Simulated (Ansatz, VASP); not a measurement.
InP in VASP and in Ansatz

```
CELL_PARAMETERS angstrom
0.00000 2.93050 2.93050
2.93050 0.00000 2.93050
2.93050 2.93050 0.00000
ATOMIC_POSITIONS crystal
In 0.00000 0.00000 0.00000
P 0.75000 0.75000 0.75000
```

Alike in both runs: task relaxation of cell and atoms; functional PBE; k mesh 8 × 8 × 8; occupations fermi-dirac, width 0.05 eV; no spin polarisation.

|  | VASP | Ansatz |
| --- | --- | --- |
| version | VASP 6.6.1 | Ansatz 0.2.0 |
| potentials or method | VASP PAW PBE potentials, release 64 (In_d_GW, P_GW) | Ansatz PAW |
| plane-wave cutoff (eV) | 630 | 420 |
| valence electrons in the cell | 18 | 18 |

```csv
,VASP,Ansatz,Ansatz less VASP
"gap on the k mesh at the Fermi level, each at its own relaxed structure (eV)",0.46,0.44,-0.015
relaxed volume (Å³/atom),26.37,26.47,+0.100
relaxed cell length with the largest relative difference (Å),4.209,4.214,+0.0053
```

Noted on Ansatz's run: the plane-wave basis is chosen anew once the cell has moved, so the energies of steps on either side of that aren't comparable.
